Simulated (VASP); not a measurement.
Here is a VASP 6.6.1 calculation.

INCAR

```
SYSTEM = Hg
  PREC = Accurate
  ENCUT = 520
  EDIFF = 1E-6
  ISMEAR = 0
  SIGMA = 0.1
  LREAL = .FALSE.
  LASPH = .TRUE.
  NELM = 100
  ALGO = Normal
  ISIF = 2
  LWAVE = .FALSE.
  LCHARG = .FALSE.
  GGA = PE
  NBANDS = 25
```

The input KPOINTS:

```
regular mesh
0
G
  6 6 6
  0 0 0
```

File POSCAR:

```
Hg
1.0
    5.4666964342      0.0000000000      0.0000000000
   -2.7333482171      4.7342979868      0.0000000000
    0.0000000000      0.0000000000      3.1852178100
Hg
3
Direct
    0.3333333300      0.6666666700      0.5000000000
    0.6666666700      0.3333333300      0.5000000000
    0.0000000000      0.0000000000      0.0000000000
```

Potentials or basis: VASP PAW PBE potentials, release 64 (Hg).

Command:

```sh
$ cat potpaw_PBE.64/Hg/POTCAR > POTCAR
$ mpirun -np 1 vasp_std > vasp.out
```

Question: What does it give for the band gap on the k mesh?

Answer: Zero (band 18 reaches 3.72 eV, above the bottom of band 19 at 0.75 eV).

Question: Predict the pressure.

Answer: 1.1 GPa.

Stress tensor (GPa, compression positive):
```
1.21 0.00 0.00
0.00 1.21 0.00
0.00 0.00 0.83
```

Caveat: spin-orbit coupling is left out, which moves the levels of the heavy elements.
